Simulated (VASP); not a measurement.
Here is a VASP 6.6.1 calculation.

File INCAR:

```
ALGO = Normal
EDIFF = 1E-6
ENCUT = 600
GGA = PE
GGA_COMPAT = False
ISIF = 2
ISMEAR = 0
LASPH = True
LCHARG = False
LREAL = False
LWAVE = False
NBANDS = 28
NELM = 120
PREC = Accurate
SIGMA = 0.01
```

The input KPOINTS:

```
k-points
0
Gamma
  8 8 8
```

Contents of POSCAR:

```
BaTiO3
1.0
    3.9715402874      0.0000000000      0.0000000000
    0.0000000000      2.8910421960      2.9165474356
    0.0000000000     -2.8910421960      2.9165474356
Ba Ti O
1 1 3
Direct
    0.0000000000      0.0117485423      0.0117485423
    0.5000000000      0.5279831316      0.5279831316
    0.0000000000      0.4873187740      0.4873187740
    0.5000000000      0.4933725716      0.9764569805
    0.5000000000      0.9764569805      0.4933725716
```

Potentials or basis: VASP PAW PBE potentials, release 64 (Ba_sv, Ti_sv, O).

Run with:

```bash
$ cat potpaw_PBE.64/Ba_sv/POTCAR potpaw_PBE.64/Ti_sv/POTCAR potpaw_PBE.64/O/POTCAR > POTCAR
$ mpirun -np 1 vasp_std > vasp.out
```

**Question.** What does it give for the band gap on the k mesh?

**Answer.** 2.35 eV, indirect (least direct gap 2.89 eV).

**Question.** What does it give for the largest force?

**Answer.** 0.086 eV/Å.

**Question.** Predict the pressure.

**Answer.** 1.4 GPa.

Forces on the atoms (eV/Å):
```
Ba   0.000  0.000 -0.046
Ti   0.000  0.000 -0.086
O    0.000  0.000  0.022
O    0.000 -0.033  0.055
O    0.000  0.033  0.055
```

Caveat: spin-orbit coupling is left out, which moves the levels of the heavy elements. A k mesh can miss the band edges.
